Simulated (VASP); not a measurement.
**Sb: single point with r2SCAN**

Crystal: Sb.

```xyz
4
Lattice="-3.9755 3.9755 1.9981 3.9755 -3.9755 1.9981 3.9755 3.9755 -1.9981" Properties=species:S:1:pos:R:3 pbc="T T T"
Sb    1.2027    5.1783    0.0000
Sb    2.7728    1.2027    0.0000
Sb    2.7728   -1.2027    1.9981
Sb    1.2027    2.7728    1.9981
```

- Program: VASP 6.6.1
- Task: single point
- Functional: r2SCAN
- Potentials or basis: VASP PAW PBE potentials, release 64 (Sb)
- Cutoff: 520 eV
- k mesh: 7 × 7 × 7
- Occupations: fermi-dirac, width 0.05 eV
- Spin: no spin polarisation
- Dipole correction: no
- Further INCAR settings: ALGO = Normal; EDIFF = 1e-06; NBANDS = 18

```
Pressure               : 3.1 GPa
Largest force          : 0.122 eV/Å
Band gap on the k mesh : zero (band 10 reaches 7.11 eV, above the bottom of band 11 at 5.43 eV)
```

Forces in eV/Å, atoms in the order of the input:
```
Sb   0.086  0.086  0.000
Sb  -0.086  0.086  0.000
Sb  -0.086 -0.086  0.000
Sb   0.086 -0.086  0.000
```

Stress tensor (GPa, compression positive):
```
2.71 0.00 0.00
0.00 2.71 0.00
0.00 0.00 3.85
```

Levels at points of the mesh, in eV from the Fermi level:
```csv
k point,band 8,band 9,band 10,band 11,band 12,band 13
"(0.00, 0.00, 0.00)",-1.15,-1.15,-1.11,-1.11,-0.25,2.83
```

Run time: 5.7 min on 1 thread of Intel(R) Xeon(R) Platinum 8259CL CPU @ 2.50GHz (Skylake/Cascade Lake), on a shared host, peak memory 0.38 GiB.

Caveat: the PAW data sets were made with another functional, which shifts forces and pressure a little; spin-orbit coupling is left out, which moves the levels of the heavy elements.
